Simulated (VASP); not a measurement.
# GaN (F-43m) in VASP: further runs, part 2 of 2

VASP 6.6.1.

**4. Single point, LDA, non-collinear spin, zero start, spin-orbit coupling**

This run uses another cell than the first one, of 10.99 Å³/atom, 0.960 times its volume.

INCAR reads:

```
SYSTEM = GaN
PREC = Accurate
ENCUT = 520
EDIFF = 1E-7
ISMEAR = -1
SIGMA = 0.05
LREAL = .False.
LASPH = .True.
NELM = 150
ALGO = Normal
ISIF = 2
LWAVE = .False.
LCHARG = .False.
MAGMOM = 0 0 0 0 0 0
LORBIT = 11
LSORBIT = .True.
GGA_COMPAT = .False.
LORBMOM = .True.
NBANDS = 30
```

KPOINTS reads:

```
regular mesh
0
Gamma
  10 10 10
  0 0 0
```

POSCAR reads:

```
GaN
1.0
    0.0000000000      2.2230441631      2.2230441631
    2.2230441631      0.0000000000      2.2230441631
    2.2230441631      2.2230441631      0.0000000000
Ga N
1 1
Direct
    0.0000000000      0.0000000000      0.0000000000
    0.2500000000      0.2500000000      0.2500000000
```

Potentials or basis: VASP PAW LDA potentials, release 64 (Ga_d, N).

Run with:

```bash
> cat potpaw_LDA.64/Ga_d/POTCAR potpaw_LDA.64/N/POTCAR > POTCAR
> mpirun -np 1 vasp_ncl > vasp.out
```

OUTCAR:

```text
SYSTEM = GaN
   PREC = Accurate
   ENCUT = 520
   EDIFF = 1E-7
   ISMEAR = -1
   LREAL = .False.
   LASPH = .True.
   NELM = 150
   ISIF = 2
   LORBIT = 11
   LSORBIT = .True.

 ion  position               nearest neighbor table
   1  0.000  0.000  0.000-   2 1.93   2 1.93   2 1.93   2 1.93
   2  0.250  0.250  0.250-   1 1.93   1 1.93   1 1.93   1 1.93

  LATTYP: Found a face centered cubic cell.
 ALAT       =     4.4460883262

  Lattice vectors:

 A1 = (   0.0000000000,   2.2230441631,   2.2230441631)
 A2 = (   2.2230441631,   0.0000000000,   2.2230441631)
 A3 = (   2.2230441631,   2.2230441631,   0.0000000000)

Analysis of symmetry for initial positions (statically):
=====================================================================
 Subroutine PRICEL returns:
 Original cell was already a primitive cell.

 Routine SETGRP: Setting up the symmetry group for a
 face centered cubic supercell.

 Subroutine GETGRP returns: Found 24 space group operations
 (whereof 24 operations were pure point group operations)
 out of a pool of 48 trial point group operations.

The static configuration has the point symmetry T_d .

Analysis of symmetry for dynamics (positions and initial velocities):
=====================================================================
 Subroutine PRICEL returns:
 Original cell was already a primitive cell.

 Routine SETGRP: Setting up the symmetry group for a
 face centered cubic supercell.

 Subroutine GETGRP returns: Found 24 space group operations
 (whereof 24 operations were pure point group operations)
 out of a pool of 48 trial point group operations.

The dynamic configuration has the point symmetry T_d .

Analysis of structural, dynamic, and magnetic symmetry:
=====================================================================
 Subroutine PRICEL returns:
 Original cell was already a primitive cell.

 Routine SETGRP: Setting up the symmetry group for a
 face centered cubic supercell.

[... 1002 lines left out ...]
  1        -0.000   0.000   0.000
  2        -0.000   0.000  -0.000
 ----------------------------------------
           -0.000   0.000   0.000

 orbital moment (z)

 # of ion     p       d       tot
 ----------------------------------------
  1         0.000  -0.000  -0.000
  2        -0.000   0.000  -0.000
 ----------------------------------------
           -0.000  -0.000  -0.000

 Spin-Orbit-Coupling matrix elements

 Ion:    1  E_soc:     -0.0115064
 l=   1
     0.0000000    -0.0010722    -0.0010722
    -0.0010722     0.0000000    -0.0010722
    -0.0010722    -0.0010722     0.0000000
 l=   2
     0.0000000    -0.0001772     0.0000000    -0.0001772    -0.0006683
    -0.0001772     0.0000000    -0.0005012    -0.0001772    -0.0001671
     0.0000000    -0.0005012     0.0000000    -0.0005012     0.0000000
    -0.0001772    -0.0001772    -0.0005012     0.0000000    -0.0001671
    -0.0006683    -0.0001671     0.0000000    -0.0001671     0.0000000
 l=   3
     0.0000000     0.0000000     0.0000000     0.0000000     0.0000000     0.0000000     0.0000000
     0.0000000     0.0000000     0.0000000     0.0000000     0.0000000     0.0000000     0.0000000
     0.0000000     0.0000000     0.0000000     0.0000000     0.0000000     0.0000000     0.0000000
     0.0000000     0.0000000     0.0000000     0.0000000     0.0000000     0.0000000     0.0000000
     0.0000000     0.0000000     0.0000000     0.0000000     0.0000000     0.0000000     0.0000000
     0.0000000     0.0000000     0.0000000     0.0000000     0.0000000     0.0000000     0.0000000
     0.0000000     0.0000000     0.0000000     0.0000000     0.0000000     0.0000000     0.0000000

 Ion:    2  E_soc:     -0.0000995
 l=   1
     0.0000000    -0.0000166    -0.0000166
    -0.0000166     0.0000000    -0.0000166
    -0.0000166    -0.0000166     0.0000000
 l=   2
     0.0000000     0.0000000     0.0000000     0.0000000     0.0000000
     0.0000000     0.0000000     0.0000000     0.0000000     0.0000000
     0.0000000     0.0000000     0.0000000     0.0000000     0.0000000
     0.0000000     0.0000000     0.0000000     0.0000000     0.0000000
     0.0000000     0.0000000     0.0000000     0.0000000     0.0000000
 l=   3
     0.0000000     0.0000000     0.0000000     0.0000000     0.0000000     0.0000000     0.0000000
     0.0000000     0.0000000     0.0000000     0.0000000     0.0000000     0.0000000     0.0000000
     0.0000000     0.0000000     0.0000000     0.0000000     0.0000000     0.0000000     0.0000000
     0.0000000     0.0000000     0.0000000     0.0000000     0.0000000     0.0000000     0.0000000
     0.0000000     0.0000000     0.0000000     0.0000000     0.0000000     0.0000000     0.0000000
     0.0000000     0.0000000     0.0000000     0.0000000     0.0000000     0.0000000     0.0000000
     0.0000000     0.0000000     0.0000000     0.0000000     0.0000000     0.0000000     0.0000000

 total charge

# of ion       s       p       d       tot
------------------------------------------
    1        0.806   0.960  10.202  11.968
    2        1.209   2.517   0.000   3.726
--------------------------------------------------
tot          2.015   3.478  10.202  15.695

 magnetization (x)

# of ion       s       p       d       tot
------------------------------------------
    1        0.000   0.000   0.000   0.000
    2        0.000   0.000   0.000   0.000
--------------------------------------------------
tot          0.000   0.000   0.000   0.000

 magnetization (y)

# of ion       s       p       d       tot
------------------------------------------
    1        0.000   0.000   0.000   0.000
    2        0.000   0.000   0.000   0.000
--------------------------------------------------
tot          0.000   0.000   0.000   0.000

 magnetization (z)

# of ion       s       p       d       tot
------------------------------------------
    1       -0.000   0.000  -0.000   0.000
    2       -0.000   0.000   0.000  -0.000
--------------------------------------------------
tot         -0.000   0.000  -0.000   0.000
```

OSZICAR:

```text
N       E                     dE             d eps       ncg     rms          rms(c)
DAV:   1     0.141305375192E+03    0.14131E+03   -0.84835E+03  5310   0.222E+03
DAV:   2     0.352983477220E+01   -0.13778E+03   -0.12670E+03  4448   0.487E+02
DAV:   3    -0.154403804221E+02   -0.18970E+02   -0.18631E+02  4988   0.131E+02
DAV:   4    -0.160293601983E+02   -0.58898E+00   -0.58789E+00  4950   0.251E+01
DAV:   5    -0.160387580165E+02   -0.93978E-02   -0.93971E-02  5068   0.325E+00    0.764E+00
DAV:   6    -0.139756069807E+02    0.20632E+01   -0.37091E+00  7130   0.444E+01    0.242E+00
DAV:   7    -0.139771238924E+02   -0.15169E-02   -0.51274E-01  4884   0.722E+00    0.177E+00
DAV:   8    -0.139584456796E+02    0.18678E-01   -0.10350E-01  6442   0.388E+00    0.106E+00
DAV:   9    -0.139476489891E+02    0.10797E-01   -0.26180E-02  6850   0.340E+00    0.236E-01
DAV:  10    -0.139480788467E+02   -0.42986E-03   -0.27854E-03  6040   0.757E-01    0.135E-01
DAV:  11    -0.139479578095E+02    0.12104E-03   -0.37287E-04  6648   0.537E-01    0.473E-02
DAV:  12    -0.139479641720E+02   -0.63626E-05   -0.75306E-05  4774   0.685E-02    0.420E-02
DAV:  13    -0.139479659858E+02   -0.18138E-05   -0.12204E-06  6396   0.106E-02    0.531E-02
DAV:  14    -0.139479614793E+02    0.45065E-05   -0.97725E-06  5830   0.326E-02    0.363E-03
DAV:  15    -0.139479615758E+02   -0.96514E-07   -0.79520E-07  6058   0.805E-03
   1 F= -.13947962E+02 E0= -.13947962E+02  d E =-.396616E-10  mag=     0.0000    -0.0000     0.0000
```

Run time: 38 s. Hardware: 1 thread of Intel Xeon 6975P-C (Granite Rapids), shared host; peak memory 0.21 GiB.

Results:

```yaml
Free_energy: -13.9480 eV
Pressure: 2.4 GPa
Net_moment: 0.00 μB per cell
Valence_electrons_inside_the_program's_atomic_spheres: Ga 11.97; N 3.73
```

Moments on the atoms (μB; x, y, z):
```
Ga  0.00 0.00 0.00
N   0.00 0.00 0.00
```

**5. Summary**

```tsv
level	potentials or basis	spin	cell	k mesh	pressure (GPa)	moment (μB)
PBE	VASP PAW PBE potentials, release 64 (Ga_d, N)	off	a = 3.187 Å, angles 60.0°, 2 atoms	18 × 18 × 18	5.1	-
LDA	VASP PAW LDA potentials, release 64 (Ga_d, N)	non-collinear, zero start, SOC	a = 3.122 Å, angles 60.0°, 2 atoms	10 × 10 × 10	7.1	0.00
LDA	VASP PAW LDA potentials, release 64 (Ga_d, N)	non-collinear, zero start, SOC	a = 3.144 Å, angles 60.0°, 2 atoms	10 × 10 × 10	2.4	0.00
```

Alike in all rows: task single point; cutoff (eV) 520; smearing fermi-dirac 0.05 eV.

Absolute energies hang on the potentials; compare differences alone.
